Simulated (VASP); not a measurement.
TiAl3: single point with r2SCAN

TiAl3:

```
Ti Al
1.0
     3.79744    0.00000    0.00000
     0.00000    3.79744    0.00000
     0.00000    0.00000    4.07375
Ti Al
1 3
Direct
  0.00000 0.00000 0.00000
  0.50000 0.50000 0.00000
  0.50000 0.00000 0.50000
  0.00000 0.50000 0.50000
```

This cell differs from its parent crystal: biaxial strain in the a-b plane: -4.0 %, then relaxed in part.

- Program: VASP 6.6.1
- Task: single point
- Functional: r2SCAN
- Potentials or basis: VASP PAW PBE potentials, release 64 (Ti_sv, Al)
- Cutoff: 520 eV
- k mesh: 14 × 14 × 14
- Occupations: gaussian, width 0.1 eV
- Spin: no spin polarisation
- Dipole correction: no
- Further INCAR settings: ALGO = Normal; EDIFF = 1e-06; NBANDS = 18

```yaml
Pressure: 7.0 GPa
Band_gap_on_the_k_mesh: zero (an odd number of electrons rules out a gap without spin polarisation)
```

Stress tensor (GPa, compression positive):
```
10.60  0.00  0.00
 0.00 10.60  0.00
 0.00  0.00 -0.10
```

Levels at points of the mesh, in eV from the Fermi level:
| k point | band 8 | band 9 | band 10 | band 11 | band 12 | band 13 |
| --- | --- | --- | --- | --- | --- | --- |
| (0.00, 0.00, 0.00) | -2.95 | -1.97 | -1.97 | 0.13 | 0.13 | 0.28 |
| (0.50, 0.00, 0.00) | -2.49 | -2.22 | 0.14 | 0.48 | 0.54 | 1.20 |
| (0.50, 0.50, 0.00) | -5.53 | -1.68 | -1.68 | 0.23 | 0.69 | 1.38 |
| (0.00, 0.00, 0.50) | -2.28 | -2.26 | 0.48 | 0.79 | 0.99 | 1.10 |
| (0.50, 0.00, 0.50) | -5.53 | -1.35 | -1.10 | 0.89 | 0.89 | 1.45 |
| (0.50, 0.50, 0.50) | -5.43 | -4.14 | -3.78 | -3.78 | 0.26 | 1.50 |

It took 5.8 min on 1 thread of Intel(R) Xeon(R) 6975P-C (Granite Rapids), on a shared host, peak memory 0.39 GiB.

Caveat: the cell differs from its parent crystal (biaxial strain in the a-b plane: -4.0 %, then relaxed in part); the cell stands under pressure; the PAW data sets were made with another functional, which shifts forces and pressure a little.
